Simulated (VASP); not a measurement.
A run of VASP 6.6.1 is set up as follows.

File INCAR:

```
SYSTEM = ScAl2
PREC = Accurate ; ENCUT = 500
EDIFF = 1E-8 ; ISMEAR = -1
SIGMA = 0.15 ; LREAL = .FALSE.
LASPH = .TRUE. ; NELM = 120
ALGO = Normal ; ISIF = 3
LWAVE = .FALSE. ; LCHARG = .FALSE.
NBANDS = 26 ; IBRION = 6
NFREE = 2 ; POTIM = 0.015
NSW = 1 ; GGA_COMPAT = .FALSE.
```

Contents of KPOINTS:

```
Automatic mesh
0
G
  8 8 8
  0 0 0
```

POSCAR

```
ScAl2
1.0
    0.0000000000      3.7270540844      3.7270540844
    3.7270540844      0.0000000000      3.7270540844
    3.7270540844      3.7270540844      0.0000000000
Sc Al
2 4
Direct
    0.5000000000      0.5000000000      0.5000000000
    0.7500000000      0.7500000000      0.7500000000
    0.1250000000      0.1250000000      0.1250000000
    0.6250000000      0.1250000000      0.1250000000
    0.1250000000      0.6250000000      0.1250000000
    0.1250000000      0.1250000000      0.6250000000
```

Potentials or basis: VASP PAW LDA potentials, release 64 (Sc_sv, Al).

Launch:

```console
$ cat potpaw_LDA.64/Sc_sv/POTCAR potpaw_LDA.64/Al/POTCAR > POTCAR
$ mpirun -np 1 vasp_std > vasp.out
```

Estimate the elastic constants C11, C12, C44.

208, 43, 74 GPa.

Predict the Voigt bulk modulus.

98 GPa.

Estimate the highest phonon frequency at Γ.

484 cm⁻¹.

Elastic tensor in Voigt notation (GPa, in the Cartesian axes of the cell as first typed):
```
208  43  43   0   0   0
 43 208  43   0   0   0
 43  43 208   0   0   0
  0   0   0  74   0   0
  0   0   0   0  74   0
  0   0   0   0   0  74
```
